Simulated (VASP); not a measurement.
# CuI (F-43m) in VASP: settings compared, part 2 of 2

VASP 6.6.1. The steps go on from the part before.

### Step 3. Electric field gradients, r2SCAN

POSCAR

```
CuI
1.0
    0.0000000000      3.0315000000      3.0315000000
    3.0315000000      0.0000000000      3.0315000000
    3.0315000000      3.0315000000      0.0000000000
Cu I
1 1
Direct
    0.7500000000      0.7500000000      0.7500000000
    0.0000000000      0.0000000000      0.0000000000
```

INCAR.step1

```
PREC     = Accurate       # precision mode
ENCUT    = 520            # plane-wave cutoff, eV
ISMEAR   = -1             # smearing method
SIGMA    = 0.03           # smearing width, eV
LREAL    = F              # projectors in reciprocal space
LASPH    = T              # aspherical terms in the spheres
NELM     = 100            # most SCF steps
NBANDS   = 16             # bands
GGA      = PE             # functional
ALGO     = Normal         # electronic algorithm
EDIFF    = 1E-4           # SCF threshold, eV
LWAVE    = T              # write WAVECAR
LCHARG   = F              # write CHGCAR
```

INCAR.step2

```
PREC     = Accurate       # precision mode
ENCUT    = 520            # plane-wave cutoff, eV
EDIFF    = 1E-8           # SCF threshold, eV
ISMEAR   = -1             # smearing method
SIGMA    = 0.03           # smearing width, eV
LREAL    = F              # projectors in reciprocal space
LASPH    = T              # aspherical terms in the spheres
NELM     = 100            # most SCF steps
ALGO     = Normal         # electronic algorithm
ISIF     = 2              # what is computed and relaxed
LWAVE    = F              # write WAVECAR
LCHARG   = F              # write CHGCAR
METAGGA  = R2SCAN         # meta-GGA
LMIXTAU  = T            
LEFG     = T            
NBANDS   = 16             # bands
ISTART   = 1
```

KPOINTS

```
regular mesh
0
Gamma
  9 9 9
```

Potentials or basis: VASP PAW PBE potentials, release 64 (Cu, I).

Launch:

```
$ cat potpaw_PBE.64/Cu/POTCAR potpaw_PBE.64/I/POTCAR > POTCAR
$ cp INCAR.step1 INCAR
$ mpirun -np 1 vasp_std > vasp.out
$ cp INCAR.step2 INCAR
$ mpirun -np 1 vasp_std > vasp.out
```

OUTCAR:

```text
PREC = Accurate
   ENCUT = 520
   EDIFF = 1E-8
   ISMEAR = -1
   LREAL = F
   LASPH = T
   NELM = 100
   ISIF = 2
   METAGGA = R2SCAN
   ISTART = 1

 ion  position               nearest neighbor table
   1  0.750  0.750  0.750-   2 2.63   2 2.63   2 2.63   2 2.63
   2  0.000  0.000  0.000-   1 2.63   1 2.63   1 2.63   1 2.63

  LATTYP: Found a face centered cubic cell.
 ALAT       =     6.0630000000

  Lattice vectors:

 A1 = (   0.0000000000,   3.0315000000,   3.0315000000)
 A2 = (   3.0315000000,   0.0000000000,   3.0315000000)
 A3 = (   3.0315000000,   3.0315000000,   0.0000000000)

Analysis of symmetry for initial positions (statically):
[... 665 lines left out ...]
  free  energy   TOTEN  =       -35.7927802494 eV

  energy  without entropy=      -35.7927802493  energy(sigma->0) =      -35.79278025

 Electric field gradients (V/A^2)
---------------------------------------------------------------------
 ion       V_xx      V_yy      V_zz      V_xy      V_xz      V_yz
---------------------------------------------------------------------
   1      -0.000     0.000     0.000    -0.001    -0.001    -0.001
   2      -0.000    -0.000     0.000     0.000     0.000     0.000
---------------------------------------------------------------------

 Electric field gradients after diagonalization (V/A^2)
 (convention: |V_zz| > |V_xx| > |V_yy|)
----------------------------------------------------------------------
 ion       V_xx      V_yy      V_zz     asymmetry (V_yy - V_xx)/ V_zz
----------------------------------------------------------------------
   1       0.001     0.001    -0.002       0.000
   2      -0.000    -0.000     0.001       0.000
----------------------------------------------------------------------

           NMR quadrupolar parameters

 Cq : quadrupolar parameter    Cq=e*Q*V_zz/h
 eta: asymmetry parameters     (V_yy - V_xx)/ V_zz
 Q  : nuclear electric quadrupole moment in mb (millibarn)
----------------------------------------------------------------------
 ion       Cq(MHz)       eta       Q (mb)
----------------------------------------------------------------------
   1      -0.000       0.000       1.000
   2       0.000       0.000       1.000
----------------------------------------------------------------------
```

OUTCAR.step1:

```text
PREC = Accurate
   ENCUT = 520
   ISMEAR = -1
   LREAL = F
   LASPH = T
   NELM = 100
[... 674 lines left out ...]
 -----------------------------------------------------------------------------------
      4.54725      4.54725      4.54725         0.000000      0.000000      0.000000
      0.00000      0.00000      0.00000        -0.000000     -0.000000     -0.000000
 -----------------------------------------------------------------------------------
    total drift:                               -0.000000     -0.000000     -0.000000

  FREE ENERGIE OF THE ION-ELECTRON SYSTEM (eV)
  ---------------------------------------------------
  free  energy   TOTEN  =        -5.5621600762 eV

  energy  without entropy=       -5.5621600762  energy(sigma->0) =       -5.56216008
```

OSZICAR.step1:

```text
N       E                     dE             d eps       ncg     rms          rms(c)
DAV:   1     0.923778042399E+02    0.92378E+02   -0.74538E+03  1120   0.119E+03
DAV:   2     0.167891409699E+00   -0.92210E+02   -0.83387E+02  1192   0.223E+02
DAV:   3    -0.561899183353E+01   -0.57869E+01   -0.57117E+01  1512   0.600E+01
DAV:   4    -0.577138391383E+01   -0.15239E+00   -0.15233E+00  1280   0.922E+00
DAV:   5    -0.577957138049E+01   -0.81875E-02   -0.81874E-02  1768   0.239E+00    0.527E+00
DAV:   6    -0.570470284300E+01    0.74869E-01   -0.26441E+00  1176   0.436E+01    0.338E+00
DAV:   7    -0.556286484430E+01    0.14184E+00   -0.63496E-01  1168   0.262E+01    0.167E+00
DAV:   8    -0.556408615560E+01   -0.12213E-02   -0.33174E-02  1784   0.246E+00    0.449E-01
DAV:   9    -0.556198422730E+01    0.21019E-02   -0.78017E-03  1416   0.259E+00    0.142E-01
DAV:  10    -0.556215302803E+01   -0.16880E-03   -0.56588E-04  1368   0.146E-01    0.374E-02
DAV:  11    -0.556216007620E+01   -0.70482E-05   -0.17989E-04  1304   0.371E-01
   1 F= -.55621601E+01 E0= -.55621601E+01  d E =-.343983E-10
```

It took 5 min on 1 thread of AMD EPYC 7R13, shared host; peak memory 0.18 GiB.

What came out:

* Free energy: -35.7928 eV
* Pressure: -0.9 GPa
* Band gap on the k mesh: 1.61 eV, direct

Levels at points of the mesh, in eV from the valence-band top:
```csv
k point,band 7,band 8,band 9,band 10,band 11,band 12
"(0.00, 0.00, 0.00)",0.00,0.00,0.00,1.61,5.24,5.24
```

Caveat: without QUAD_EFG the Cq values of the log hold for a quadrupole moment of 1 mb, not for the nuclei; the PAW data sets were made with another functional, which shifts forces and pressure a little; spin-orbit coupling is left out, which moves the levels of the heavy elements. r2SCAN opens gaps a little over a GGA but as a rule still falls short of measured ones.

### Step 4. Electric field gradients, PBE, non-collinear spin, zero start, spin-orbit coupling

INCAR

```
ALGO = Normal
EDIFF = 1E-8
ENCUT = 520
GGA = PE
GGA_COMPAT = F
ISIF = 2
ISMEAR = -1
LASPH = T
LCHARG = F
LEFG = T
LMAXMIX = 4
LORBIT = 11
LORBMOM = T
LREAL = F
LSORBIT = T
LWAVE = F
MAGMOM = 0 0 0 0 0 0
NBANDS = 30
NELM = 150
PREC = Accurate
SIGMA = 0.03
```

KPOINTS

```
k-points
0
Gamma
  9 9 9
```

POSCAR is that of step 3.

Potentials or basis: VASP PAW PBE potentials, release 64 (Cu, I).

Launch:

```
$ cat potpaw_PBE.64/Cu/POTCAR potpaw_PBE.64/I/POTCAR > POTCAR
$ mpirun -np 1 vasp_ncl > vasp.out
```

OUTCAR:

```text
EDIFF = 1E-8
   ENCUT = 520
   GGA = PE
   ISIF = 2
   ISMEAR = -1
   LASPH = T
   LORBIT = 11
   LREAL = F
   LSORBIT = T
   NELM = 150
   PREC = Accurate

 ion  position               nearest neighbor table
   1  0.750  0.750  0.750-   2 2.63   2 2.63   2 2.63   2 2.63
   2  0.000  0.000  0.000-   1 2.63   1 2.63   1 2.63   1 2.63

  LATTYP: Found a face centered cubic cell.
 ALAT       =     6.0630000000

  Lattice vectors:

 A1 = (   0.0000000000,   3.0315000000,   3.0315000000)
 A2 = (   3.0315000000,   0.0000000000,   3.0315000000)
 A3 = (   3.0315000000,   3.0315000000,   0.0000000000)

Analysis of symmetry for initial positions (statically):
=====================================================================
 Subroutine PRICEL returns:
 Original cell was already a primitive cell.

 Routine SETGRP: Setting up the symmetry group for a
 face centered cubic supercell.

 Subroutine GETGRP returns: Found 24 space group operations
 (whereof 24 operations were pure point group operations)
 out of a pool of 48 trial point group operations.

The static configuration has the point symmetry T_d .

Analysis of symmetry for dynamics (positions and initial velocities):
=====================================================================
 Subroutine PRICEL returns:
 Original cell was already a primitive cell.

 Routine SETGRP: Setting up the symmetry group for a
 face centered cubic supercell.

 Subroutine GETGRP returns: Found 24 space group operations
 (whereof 24 operations were pure point group operations)
 out of a pool of 48 trial point group operations.

The dynamic configuration has the point symmetry T_d .

Analysis of structural, dynamic, and magnetic symmetry:
=====================================================================
 Subroutine PRICEL returns:
 Original cell was already a primitive cell.

 Routine SETGRP: Setting up the symmetry group for a
[... 1027 lines left out ...]
            0.000  -0.000  -0.000

 orbital moment (y)

 # of ion     p       d       tot
 ----------------------------------------
  1         0.000   0.000   0.000
  2        -0.000   0.000  -0.000
 ----------------------------------------
           -0.000   0.000   0.000

 orbital moment (z)

 # of ion     p       d       tot
 ----------------------------------------
  1        -0.000   0.000   0.000
  2         0.000   0.000   0.000
 ----------------------------------------
           -0.000   0.000   0.000

 Spin-Orbit-Coupling matrix elements

 Ion:    1  E_soc:     -0.0100188
 l=   1
     0.0000000    -0.0003796    -0.0003796
    -0.0003796     0.0000000    -0.0003796
    -0.0003796    -0.0003796     0.0000000
 l=   2
     0.0000000    -0.0002567     0.0000000    -0.0002567    -0.0010335
    -0.0002567     0.0000000    -0.0007751    -0.0002567    -0.0002584
     0.0000000    -0.0007751     0.0000000    -0.0007751     0.0000000
    -0.0002567    -0.0002567    -0.0007751     0.0000000    -0.0002584
    -0.0010335    -0.0002584     0.0000000    -0.0002584     0.0000000
 l=   3
     0.0000000     0.0000000     0.0000000     0.0000000     0.0000000     0.0000000     0.0000000
     0.0000000     0.0000000     0.0000000     0.0000000     0.0000000     0.0000000     0.0000000
     0.0000000     0.0000000     0.0000000     0.0000000     0.0000000     0.0000000     0.0000000
     0.0000000     0.0000000     0.0000000     0.0000000     0.0000000     0.0000000     0.0000000
     0.0000000     0.0000000     0.0000000     0.0000000     0.0000000     0.0000000     0.0000000
     0.0000000     0.0000000     0.0000000     0.0000000     0.0000000     0.0000000     0.0000000
     0.0000000     0.0000000     0.0000000     0.0000000     0.0000000     0.0000000     0.0000000

 Ion:    2  E_soc:     -0.2536578
 l=   1
     0.0000000    -0.0421319    -0.0421319
    -0.0421319     0.0000000    -0.0421319
    -0.0421319    -0.0421319     0.0000000
 l=   2
     0.0000000    -0.0000491     0.0000000    -0.0000491    -0.0000953
    -0.0000491     0.0000000    -0.0000715    -0.0000491    -0.0000238
     0.0000000    -0.0000715     0.0000000    -0.0000715     0.0000000
    -0.0000491    -0.0000491    -0.0000715     0.0000000    -0.0000238
    -0.0000953    -0.0000238     0.0000000    -0.0000238     0.0000000
 l=   3
     0.0000000     0.0000000     0.0000000     0.0000000     0.0000000     0.0000000     0.0000000
     0.0000000     0.0000000     0.0000000     0.0000000     0.0000000     0.0000000     0.0000000
     0.0000000     0.0000000     0.0000000     0.0000000     0.0000000     0.0000000     0.0000000
     0.0000000     0.0000000     0.0000000     0.0000000     0.0000000     0.0000000     0.0000000
     0.0000000     0.0000000     0.0000000     0.0000000     0.0000000     0.0000000     0.0000000
     0.0000000     0.0000000     0.0000000     0.0000000     0.0000000     0.0000000     0.0000000
     0.0000000     0.0000000     0.0000000     0.0000000     0.0000000     0.0000000     0.0000000

 total charge

# of ion       s       p       d       tot
------------------------------------------
    1        0.328   0.261   9.333   9.922
    2        1.493   2.760   0.054   4.307
--------------------------------------------------
tot          1.821   3.021   9.386  14.228

 magnetization (x)

# of ion       s       p       d       tot
------------------------------------------
    1       -0.000   0.000  -0.000  -0.000
    2       -0.000   0.000   0.000   0.000
--------------------------------------------------
tot         -0.000   0.000  -0.000  -0.000

 magnetization (y)

# of ion       s       p       d       tot
------------------------------------------
    1       -0.000   0.000  -0.000  -0.000
    2        0.000   0.000  -0.000   0.000
--------------------------------------------------
tot         -0.000   0.000  -0.000  -0.000

 magnetization (z)

# of ion       s       p       d       tot
------------------------------------------
    1        0.000  -0.000   0.000  -0.000
    2       -0.000  -0.000   0.000  -0.000
--------------------------------------------------
tot          0.000  -0.000   0.000  -0.000
```

OSZICAR:

```text
N       E                     dE             d eps       ncg     rms          rms(c)
DAV:   1     0.135580763686E+03    0.13558E+03   -0.71425E+03  3300   0.128E+03
DAV:   2     0.788950344979E+01   -0.12769E+03   -0.11893E+03  3378   0.286E+02
DAV:   3    -0.525659221723E+01   -0.13146E+02   -0.12783E+02  4232   0.107E+02
[... 11 lines left out ...]
DAV:  15    -0.569262521820E+01   -0.83551E-06   -0.20659E-06  5176   0.132E-02    0.383E-03
DAV:  16    -0.569262515239E+01    0.65813E-07   -0.63442E-08  5070   0.400E-03    0.966E-04
DAV:  17    -0.569262517777E+01   -0.25384E-07   -0.61573E-08  4918   0.534E-03    0.163E-03
DAV:  18    -0.569262515818E+01    0.19593E-07   -0.31007E-09  2288   0.636E-04    0.941E-04
DAV:  19    -0.569262513722E+01    0.20960E-07   -0.19124E-09  2148   0.111E-03    0.192E-04
DAV:  20    -0.569262513029E+01    0.69235E-08   -0.15608E-09  2004   0.668E-04
   1 F= -.56926251E+01 E0= -.56926251E+01  d E =-.322399E-09  mag=    -0.0000     0.0000    -0.0000
```

stdout:

```text
POSCAR found type information on POSCAR CuI
 POSCAR found :  2 types and       2 ions
 scaLAPACK will be used
 LDA part: xc-table for (Slater+PW92), standard interpolation
 POSCAR, INCAR and KPOINTS ok, starting setup
 FFT: planning ... GRIDC
 FFT: planning ... GRID_SOFT
 FFT: planning ... GRID
 WAVECAR not read
 entering main loop
ion   1

ion   2
```

It took 9.1 min on 1 thread of AMD EPYC 7R13, shared host; peak memory 0.36 GiB.

Results:

| Property | Result |
| --- | --- |
| Free energy | -5.6926 eV |
| Pressure | 0.4 GPa |
| Net moment | 0.00 μB per cell |
| Valence electrons inside the program's atomic spheres | Cu 9.92; I 4.31 |

Moments on the atoms (μB; x, y, z):
```
Cu  0.00 0.00 0.00
I   0.00 0.00 0.00
```

Caveat: without QUAD_EFG the Cq values of the log hold for a quadrupole moment of 1 mb, not for the nuclei.

### Step 5. Overview

| level | spin | gap on the mesh (eV) | pressure (GPa) |
| --- | --- | --- | --- |
| PBEsol+D4 | off | 1.03 | -3.6 |
| r2SCAN | off | 1.61 | -0.9 |
| PBE | non-collinear, zero start, SOC | - | 0.4 |

Alike in all rows: task electric field gradients; potentials or basis VASP PAW PBE potentials, release 64 (Cu, I); cell as given; k mesh 9 × 9 × 9; cutoff (eV) 520; smearing fermi-dirac 0.03 eV.

The pressure there spans -3.6 GPa (PBEsol+D4) to 0.4 GPa (PBE); a positive pressure means that this level wants a larger cell, a negative one a smaller.

Caveats: the PAW data sets were made with another functional, which shifts forces and pressure a little (some runs); spin-orbit coupling is left out, which moves the levels of the heavy elements (some runs).

Absolute energies hang on the potentials; compare differences alone.
